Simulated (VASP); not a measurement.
Crystal: Pt.

```
Pt
1.0
     0.00000    1.88526    1.88526
     1.88526    0.00000    1.88526
     1.88526    1.88526    0.00000
Pt
1
Direct
  0.00000 0.00000 0.00000
```

This cell differs from its parent crystal: Os replaced by Pt, lengths x 0.967, strained.

Base run:

* Program: VASP 6.6.1
* Functional: PBE
* Potentials or basis: VASP PAW PBE potentials, release 64 (Pt)
* Cutoff: 520 eV
* k mesh: 20 × 20 × 20
* Occupations: gaussian, width 0.1 eV
* Spin: no spin polarisation

Its results: band gap on the k mesh zero (band 5 reaches 14.34 eV, above the bottom of band 6 at 11.58 eV); pressure 57.6 GPa.

The run is repeated on the same cell with these changes: cutoff from 520 eV to 500 eV; k mesh from 20 × 20 × 20 to 8 × 8 × 8. What comes out?

Band gap on the k mesh zero (band 5 reaches 14.30 eV, above the bottom of band 6 at 11.56 eV); pressure 57.0 GPa.

Caveats: some runs use coarse meshes; spin-orbit coupling is left out, which moves the levels of the heavy elements.
